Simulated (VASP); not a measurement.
# ZnCu (Pm-3m) in VASP: notebook

The runs below take ZnCu through relaxation of cell and atoms, with PBEsol, RPBE, revPBE, BLYP, r2SCAN.

Everything below comes from runs of VASP 6.6.1. Logs are shortened: lines on timing, memory, paths and dates and some standing lists are left out, and cuts for length are marked.

### Step 1. The cell of the first run

It takes space group Pm-3m (No. 221, cubic). Conventional cell: a = 2.945 Å, b = 2.945 Å, c = 2.945 Å, α = 90.00°, β = 90.00°, γ = 90.00°. Zn (site symmetry m-3m) has 8 Cu at 2.55 Å and 6 Zn at 2.94 Å within 3.4 Å. Within 3.4 Å of Cu (site symmetry m-3m) lie 8 Zn at 2.55 Å and 6 Cu at 2.94 Å.

### Step 2. Relaxation of cell and atoms, PBEsol

Input file INCAR:

```
ALGO = Normal
EDIFF = 1E-6
EDIFFG = -0.01
ENCUT = 600
GGA = PS
IBRION = 2
ISIF = 3
ISMEAR = -1
LASPH = True
LCHARG = False
LREAL = False
LWAVE = False
NELM = 60
NSW = 60
PREC = Accurate
SIGMA = 0.05
```

Input file KPOINTS:

```
k-points
0
Gamma
  9 9 9
```

Input file POSCAR:

```
ZnCu
1.0
    2.9450000000      0.0000000000      0.0000000000
    0.0000000000      2.9450000000      0.0000000000
    0.0000000000      0.0000000000      2.9450000000
Zn Cu
1 1
Direct
    0.5000000000      0.5000000000      0.5000000000
    0.0000000000      0.0000000000      0.0000000000
```

Potentials or basis: VASP PAW PBE potentials, release 64 (Zn, Cu).

The run is started by

```
$ cat potpaw_PBE.64/Zn/POTCAR potpaw_PBE.64/Cu/POTCAR > POTCAR
$ mpirun -np 1 vasp_std > vasp.out
```

OUTCAR:

```text
EDIFF = 1E-6
   EDIFFG = -0.01
   ENCUT = 600
   GGA = PS
   IBRION = 2
   ISIF = 3
   ISMEAR = -1
   LASPH = True
   LREAL = False
   NELM = 60
   NSW = 60
   PREC = Accurate

 ion  position               nearest neighbor table
   1  0.500  0.500  0.500-   2 2.55   2 2.55   2 2.55   2 2.55   2 2.55   2 2.55   2 2.55   2 2.55

   2  0.000  0.000  0.000-   1 2.55   1 2.55   1 2.55   1 2.55   1 2.55   1 2.55   1 2.55   1 2.55

  LATTYP: Found a simple cubic cell.
 ALAT       =     2.9450000000

  Lattice vectors:

 A1 = (   2.9450000000,   0.0000000000,   0.0000000000)
 A2 = (   0.0000000000,   2.9450000000,   0.0000000000)
 A3 = (   0.0000000000,   0.0000000000,   2.9450000000)

Analysis of symmetry for initial positions (statically):
=====================================================================
 Subroutine PRICEL returns:
 Original cell was already a primitive cell.

 Routine SETGRP: Setting up the symmetry group for a
 simple cubic supercell.

 Subroutine GETGRP returns: Found 48 space group operations
 (whereof 48 operations were pure point group operations)
 out of a pool of 48 trial point group operations.

The static configuration has the point symmetry O_h .

Analysis of symmetry for dynamics (positions and initial velocities):
=====================================================================
 Subroutine PRICEL returns:
 Original cell was already a primitive cell.

 Routine SETGRP: Setting up the symmetry group for a
 simple cubic supercell.

 Subroutine GETGRP returns: Found 48 space group operations
 (whereof 48 operations were pure point group operations)
 out of a pool of 48 trial point group operations.

The dynamic configuration has the point symmetry O_h .

 Subroutine INISYM returns: Found 48 space group operations
 (whereof 48 operations are pure point group operations),
 and found     1 'primitive' translations

----------------------------------------------------------------------------------------

                                     Primitive cell

  volume of cell :      25.5421

  direct lattice vectors                    reciprocal lattice vectors
     2.945000000  0.000000000  0.000000000     0.339558574  0.000000000  0.000000000
     0.000000000  2.945000000  0.000000000     0.000000000  0.339558574  0.000000000
     0.000000000  0.000000000  2.945000000     0.000000000  0.000000000  0.339558574

  length of vectors
     2.945000000  2.945000000  2.945000000     0.339558574  0.339558574  0.339558574

  position of ions in fractional coordinates (direct lattice)
     0.500000000  0.500000000  0.500000000
     0.000000000  0.000000000  0.000000000

  ion indices of the primitive-cell ions
   primitive index   ion index
                 1           1
                 2           2

----------------------------------------------------------------------------------------

 KPOINTS: k-points

Automatic generation of k-mesh.
 Grid dimensions read from file:
 generate k-points for:    9    9    9

 Generating k-lattice:

  Cartesian coordinates                     Fractional coordinates (reciprocal lattice)
     0.037728730  0.000000000  0.000000000     0.111111111  0.000000000  0.000000000
     0.000000000  0.037728730  0.000000000     0.000000000  0.111111111  0.000000000
     0.000000000  0.000000000  0.037728730     0.000000000  0.000000000  0.111111111

  Length of vectors
     0.037728730  0.037728730  0.037728730

  Shift w.r.t. Gamma in fractional coordinates (k-lattice)
     0.000000000  0.000000000  0.000000000

 Subroutine IBZKPT returns following result:
 ===========================================

 Found     35 irreducible k-points:

 Following reciprocal coordinates:
            Coordinates               Weight
  0.000000  0.000000  0.000000      1.000000
  0.111111  0.000000  0.000000      6.000000
  0.222222  0.000000  0.000000      6.000000
  0.333333  0.000000  0.000000      6.000000
  0.444444  0.000000  0.000000      6.000000
  0.111111  0.111111  0.000000     12.000000
[... 16 lines left out ...]
  0.333333  0.333333  0.111111     24.000000
  0.444444  0.333333  0.111111     48.000000
 [... further k-points ...]
   k-points           NKPTS =     35   k-points in BZ     NKDIM =     35   number of bands    NBANDS=     15
   number of dos      NEDOS =    301   number of ions     NIONS =      2
   total plane-waves  NPLWV =  13824
   dimension x,y,z NGX =    24 NGY =   24 NGZ =   24
   dimension x,y,z NGXF=    48 NGYF=   48 NGZF=   48
   ions per type =               1   1
   NGX,Y,Z   is equivalent  to a cutoff of  13.55, 13.55, 13.55 a.u.
   NGXF,Y,Z  is equivalent  to a cutoff of  27.10, 27.10, 27.10 a.u.
 SYSTEM =  unknown system
   PREC   = accura    normal or accurate (medium, high low for compatibility)
   ISTART =      0    job   : 0-new  1-cont  2-samecut
   ICHARG =      2    charge: 1-file 2-atom 10-const
   ISPIN  =      1    spin polarized calculation?
   LNONCOLLINEAR =      F non collinear calculations
   LSORBIT =      F    spin-orbit coupling
   LASPH  =      T    aspherical Exc in radial PAW
   ENCUT  =  600.0 eV  44.10 Ry    6.64 a.u.   5.88  5.88  5.88*2*pi/ulx,y,z
   NELM   =     60;   NELMIN=  2; NELMDL= -5     # of ELM steps
   EDIFF  = 0.1E-05   stopping-criterion for ELM
   LREAL  =      F    real-space projection
   EDIFFG = -.1E-01   stopping-criterion for IOM
   NSW    =     60    number of steps for IOM
   IBRION =      2    ionic relax: 0-MD 1-quasi-New 2-CG
   NFREE  =      1    steps in history (QN), initial steepest desc. (CG)
   ISIF   =      3    stress and relaxation
   ISYM   =      2    0-nonsym 1-usesym 2-fastsym
   POTIM  = 0.5000    time-step for ionic-motion
   TEBEG  =    0.0;   TEEND  =   0.0 temperature during run
   PSTRESS=    0.0 pullay stress
   NELECT =      23.0000    total number of electrons
   NUPDOWN=      -1.0000    fix difference up-down
   EMIN   =  10.00;   EMAX   =-10.00  energy-range for DOS
   EFERMI =   0.00;   METHOD = LEGACY
   ISMEAR =    -1;   SIGMA  =   0.05  broadening in eV -4-tet -1-fermi 0-gaus
   EFERMI_NEDOS =   21; number of points for ismear=-14 and -15
   IALGO  =     38    algorithm
   IMIX   =      4    mixing-type and parameters
     AMIX     =   0.40;   BMIX     =  1.00
     AMIX_MAG =   1.60;   BMIX_MAG =  1.00
  volume/ion in A,a.u.               =      12.77        86.18
  Fermi-wavevector in a.u.,A,eV,Ry     =   1.580880  2.987429 34.003415  2.499180
  Thomas-Fermi vector in A             =   2.681040
   LORBIT       =      0    0 simple, 1 ext, 2 COOP (PROOUT), +10 PAW based schemes
   GGA     = PS    functional components
   LHFCALC =     F    Hartree Fock is set to
   AEXX    =    0.0000 exact exchange contribution
   IVDW    =     0    specifies the selected vdW correction
   LEPSILON=     F    determine dielectric tensor
   LRPA    =     F    only Hartree local field effects (RPA)
 conjugate gradient relaxation of ions
 non-spin polarized calculation
  energy-cutoff  :      600.00
  volume of cell :       25.54
 maximum number of plane-waves:       870
 NGX is ok and might be reduce to    24
   NGX = 11   NGY = 11   NGZ = 11

--------------------------------------- Ionic step        1  -------------------------------------------

 number of electron      23.0000000 magnetization

 Free energy of the ion-electron system (eV)
  ---------------------------------------------------
  ext. energy  EPLUGINS =         0.00000000
  ---------------------------------------------------
  free energy    TOTEN  =        -6.07300977 eV

  energy without entropy =       -6.06876967  energy(sigma->0) =       -6.07088972

------------------------ aborting loop because EDIFF is reached ----------------------------------------

  FORCE on cell =-STRESS in cart. coord.  units (eV):
  Direction    XX          YY          ZZ          XY          YZ          ZX
  --------------------------------------------------------------------------------------
  -------------------------------------------------------------------------------------
  Total       -0.6157068     -0.6157068     -0.6157068      0.0000000     -0.0000000      0.0000000
  in kB      -38.6214585    -38.6214585    -38.6214585      0.0000000     -0.0000000      0.0000000
  external PRESSURE =     -38.6214585 kB  Pullay stress =       0.0000000 kB
[... 57 lines left out ...]
  energy  without entropy=       -6.0764019090  energy(sigma->0) =       -6.07838568

--------------------------------------- Ionic step        3  -------------------------------------------

 number of electron      22.9999985 magnetization

 Free energy of the ion-electron system (eV)
  ---------------------------------------------------
  ext. energy  EPLUGINS =         0.00000000
  ---------------------------------------------------
  free energy    TOTEN  =        -6.08247806 eV

  energy without entropy =       -6.07844325  energy(sigma->0) =       -6.08046066

 E-fermi :   5.7106     XC(G=0): -12.7386

 val. band max:        5.6185649769   @ k =   0.3333   0.3333   0.0000
 cond. band min:       5.8191243141   @ k =   0.4444   0.4444   0.2222
 fundamental gap:      0.2005593371
 Fermi energy:         5.7105551826

 k-point     1 :       0.0000    0.0000    0.0000
  band No.  band energies     occupation
      1      -4.9476      2.00000
      2      -2.2672      2.00000
      3      -2.2672      2.00000
      4      -1.5167      2.00000
      5      -1.5167      2.00000
      6      -1.5167      2.00000
      7       1.9993      2.00000
      8       1.9993      2.00000
      9       2.8752      2.00000
     10       2.8752      2.00000
     11       2.8752      2.00000
     12      11.9604      0.00000
     13      11.9604      0.00000
     14      11.9604      0.00000
     15      17.1139      0.00000
[... 397 lines left out ...]
 k-point    24 :       0.4444    0.3333    0.1111
  band No.  band energies     occupation
      1      -2.3308      2.00000
      2      -2.0397      2.00000
      3      -1.8173      2.00000
      4      -1.7556      2.00000
      5      -1.4268      2.00000
      6       0.4703      2.00000
      7       1.6576      2.00000
      8       2.2447      2.00000
      9       2.3588      2.00000
     10       2.7977      2.00000
     11       3.2606      2.00000
     12       4.5015      2.00000
     13       8.9987      0.00000
     14      10.8696      0.00000
     15      16.0631      0.00000

 [... further k-points ...]
[... 5 lines left out ...]
  --------------------------------------------------------------------------------------
  -------------------------------------------------------------------------------------
  Total        0.0031853      0.0031853      0.0031853     -0.0000000     -0.0000000      0.0000000
  in kB        0.2060098      0.2060098      0.2060098     -0.0000000     -0.0000000      0.0000000
  external PRESSURE =       0.2060098 kB  Pullay stress =       0.0000000 kB
[... 17 lines left out ...]
  FREE ENERGIE OF THE ION-ELECTRON SYSTEM (eV)
  ---------------------------------------------------
  free  energy   TOTEN  =        -6.0824780610 eV

  energy  without entropy=       -6.0784432508  energy(sigma->0) =       -6.08046066

 reached required accuracy - stopping structural energy minimisation
```

Wall time 12 s (1 thread of Intel Xeon 6975P-C (Granite Rapids), shared host); peak memory 0.15 GiB.

What came out:

```
Free energy                           : -6.0825 eV
Relaxed volume                        : 12.39 Å³/atom
Relaxed cell                          : a = 2.915 Å, b = 2.915 Å, c = 2.915 Å, α = 90.00°, β = 90.00°, γ = 90.00°
Space group after relaxing (to 0.1 Å) : Pm-3m (No. 221)
Energy gained by relaxing             : 4.7 meV/atom
Ionic steps                           : 3
Pressure after relaxing               : 0.0 GPa
Band gap on the k mesh                : zero (an odd number of electrons rules out a gap without spin polarisation)
```

Step by step:
```tsv
step	energy change (eV)	largest force (eV/Å)	pressure (GPa)	volume (Å³)
1	0.0000	0.0000	-3.86	25.54
2	-0.0074	0.0000	1.99	24.42
3	-0.0095	0.0000	0.02	24.77
```

Final structure:
```
CELL_PARAMETERS angstrom
2.91514 0.00000 0.00000
0.00000 2.91514 0.00000
0.00000 0.00000 2.91514
ATOMIC_POSITIONS crystal
Zn 0.50000 0.50000 0.50000
Cu 0.00000 0.00000 0.00000
```

Levels at points of the mesh, in eV from the Fermi level:
| k point | band 7 | band 8 | band 9 | band 10 | band 11 | band 12 | band 13 | band 14 | band 15 |
| --- | --- | --- | --- | --- | --- | --- | --- | --- | --- |
| (0.00, 0.00, 0.00) | -3.71 | -3.71 | -2.84 | -2.84 | -2.84 | 6.25 | 6.25 | 6.25 | 11.40 |

Caveat: the PAW data sets were made with another functional, which shifts forces and pressure a little.

(Part 1 of 2 ends here.)
